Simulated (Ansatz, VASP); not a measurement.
**One calculation of Al19Cu, two programs**

```
Al Cu
1.0
     5.63722    0.00000    0.00000
    -2.81861    4.88197    0.00000
     0.00000    0.00000   21.20554
Al Cu
19 1
Direct
  0.00000 0.00000 0.28248
  0.99979 0.49990 0.28193
  0.50010 0.00021 0.28193
  0.50010 0.49990 0.28193
  0.33413 0.16707 0.39228
  0.33333 0.66667 0.39127
  0.83293 0.16707 0.39228
  0.83293 0.66587 0.39228
  0.66667 0.33333 0.50103
  0.66623 0.83311 0.50088
  0.16689 0.33377 0.50088
  0.16689 0.83311 0.50088
  0.99896 0.49948 0.61052
  0.00000 0.00000 0.60823
  0.50052 0.49948 0.61052
  0.50052 0.00104 0.61052
  0.33172 0.16586 0.71824
  0.83414 0.66828 0.71824
  0.83414 0.16586 0.71824
  0.33333 0.66667 0.70541
```

Alike in both runs: functional r2SCAN; dispersion rVV10; k mesh 6 × 6 × 1; occupations methfessel-paxton of order 1, width 0.1 eV; no spin polarisation.

Ansatz relaxed the structure, and its values are those at the end. VASP's run is a single point on that final structure, the one shown.

```csv
,VASP,Ansatz
version,VASP 6.6.1,Ansatz 0.2.0
potentials or method,"VASP PAW PBE potentials, release 64 (Al, Cu), cutoff 520 eV","scalar-relativistic, plane waves, PAW"
valence electrons in the cell,68,76
```

|  | VASP | Ansatz | Ansatz less VASP |
| --- | --- | --- | --- |
| gap on the k mesh at the Fermi level (eV) | none | none | - |
| rms of the force components (eV/Å) | 0.011 | 0.009 | -0.0025 |

VASP's potentials were made for PBE, not for r2SCAN. A gap of «none» marks a metal or a gap that the smearing closes. VASP's potentials hold 68 valence electrons a cell and Ansatz's 76, so a difference there can come from the potentials and not from the codes. Ansatz's warnings: structure snapped to symmetry, vacuum density over bound.
